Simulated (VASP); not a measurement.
Input of a VASP 6.6.1 run:

The input POSCAR:

```
BN
1.0
    2.5585553649      0.0000000000      0.0000000000
   -1.2792776824      2.2157739430      0.0000000000
    0.0000000000      0.0000000000      8.4091843599
B N
4 4
Direct
    0.0000000000      0.0000000000      0.0933732173
    0.0000000000      0.0000000000      0.5933732173
    0.3333333333      0.6666666667      0.3440583362
    0.6666666667      0.3333333333      0.8440583362
    0.0000000000      0.0000000000      0.4067451358
    0.0000000000      0.0000000000      0.9067451358
    0.3333333333      0.6666666667      0.1558233107
    0.6666666667      0.3333333333      0.6558233107
```

Contents of INCAR.step1:

```
SYSTEM = BN
PREC     = Accurate       ! precision mode
ENCUT    = 520            ! plane-wave cutoff, eV
ISMEAR   = 0              ! smearing method
SIGMA    = 0.02           ! smearing width, eV
LREAL    = .FALSE.        ! projectors in reciprocal space
LASPH    = .TRUE.         ! aspherical terms in the spheres
NELM     = 60             ! most SCF steps
NBANDS   = 26             ! bands
GGA      = PE             ! functional
ALGO     = Normal         ! electronic algorithm
EDIFF    = 1E-4           ! SCF threshold, eV
LWAVE    = .TRUE.         ! write WAVECAR
LCHARG   = .FALSE.        ! write CHGCAR
```

INCAR.step2

```
SYSTEM = BN
PREC     = Accurate       ! precision mode
ENCUT    = 520            ! plane-wave cutoff, eV
EDIFF    = 1E-6           ! SCF threshold, eV
ISMEAR   = 0              ! smearing method
SIGMA    = 0.02           ! smearing width, eV
LREAL    = .FALSE.        ! projectors in reciprocal space
LASPH    = .TRUE.         ! aspherical terms in the spheres
NELM     = 60             ! most SCF steps
ALGO     = Normal         ! electronic algorithm
ISIF     = 2              ! what is computed and relaxed
LWAVE    = .FALSE.        ! write WAVECAR
LCHARG   = .TRUE.         ! write CHGCAR
METAGGA  = R2SCAN         ! meta-GGA
LMIXTAU  = .TRUE.       
LELF     = .TRUE.         ! ELF
LVHAR    = .TRUE.       
NBANDS   = 26             ! bands
ISTART   = 1
```

The input KPOINTS:

```
regular mesh
0
G
  12 12 4
  0 0 0
```

Potentials or basis: VASP PAW PBE potentials, release 64 (B, N).

Launch:

```sh
$ cat potpaw_PBE.64/B/POTCAR potpaw_PBE.64/N/POTCAR > POTCAR
$ cp INCAR.step1 INCAR
$ mpirun -np 1 vasp_std > vasp.out
$ cp INCAR.step2 INCAR
$ mpirun -np 1 vasp_std > vasp.out
```

(1) What does it give for the pressure?

(2) Estimate the band gap on the k mesh.

(3) Predict the largest force.

Answers

(1) -3.7 GPa.

(2) 6.03 eV, indirect (least direct gap 8.11 eV).

(3) 0.007 eV/Å.

Caveat: the PAW data sets were made with another functional, which shifts forces and pressure a little.
